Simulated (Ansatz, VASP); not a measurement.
One calculation of Ir, two programs

```xyz
1
Lattice="0.0000 1.9079 1.9079 1.9079 0.0000 1.9079 1.9079 1.9079 0.0000" Properties=species:S:1:pos:R:3 pbc="T T T"
Ir    0.0000    0.0000    0.0000
```

Alike in both runs: functional LDA; k mesh 8 × 8 × 8; occupations gaussian, width 0.1 eV; no spin polarisation.

Ansatz relaxed the structure, and its values are those at the end. VASP's run is a single point on that final structure, the one shown.

```csv
,VASP,Ansatz
version,VASP 6.6.1,Ansatz 0.2.0
potentials or method,"VASP PAW LDA potentials, release 64 (Ir_sv_GW), cutoff 560 eV","scalar-relativistic, plane waves, PAW"
valence electrons in the cell,17,17
```

|  | VASP | Ansatz | Ansatz less VASP |
| --- | --- | --- | --- |
| gap on the k mesh at the Fermi level (eV) | none | none | - |
| pressure (GPa) | -0.4 | 0.0 | +0.36 |

Ansatz warns that its potentials were made for another functional, while VASP's fit it. LDA's correlation is that of Perdew and Zunger in VASP and of Perdew and Wang (1992) in Ansatz. A gap of «none» marks a metal or a gap that the smearing closes.

Neither program's run includes spin-orbit coupling.
